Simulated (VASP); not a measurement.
Here is a VASP 6.6.1 calculation.

INCAR

```
SYSTEM = HfN
PREC = Accurate ; ENCUT = 520
EDIFF = 1E-7 ; ISMEAR = 0
SIGMA = 0.15 ; LREAL = .False.
LASPH = .True. ; NELM = 60
ALGO = Normal ; ISIF = 2
LWAVE = .False. ; LCHARG = .True.
GGA = PS ; LELF = .True.
LVHAR = .True. ; NBANDS = 23
```

Contents of KPOINTS:

```
regular mesh
0
Gamma
  14 14 10
  0 0 0
```

File POSCAR:

```
HfN
1.0
    0.0000000000     -2.2508000098     -2.2508000098
    0.0000000000      2.2508000098     -2.2508000098
    4.5016000196      0.0000000000      0.0000000000
Hf N
2 2
Direct
    0.5140049933      0.4859950067      0.5000000000
   -0.0140049933      0.0140049933      0.0000000000
    0.4872866706      0.5127133294      0.0000000000
    0.0127133294     -0.0127133294      0.5000000000
```

Potentials or basis: VASP PAW PBE potentials, release 64 (Hf_pv, N).

Launch:

```sh
$ cat potpaw_PBE.64/Hf_pv/POTCAR potpaw_PBE.64/N/POTCAR > POTCAR
$ mpirun -np 1 vasp_std > vasp.out
```

(1) What does it give for the pressure?

(2) What does it give for the largest force?

## Answers

(1) -2.0 GPa.

(2) 0.753 eV/Å.

Caveat: the cell differs from its parent crystal (mode 4 frozen in at -0.064 Å and mode 11 at +0.022 Å (largest displacements)); the PAW data sets were made with another functional, which shifts forces and pressure a little.
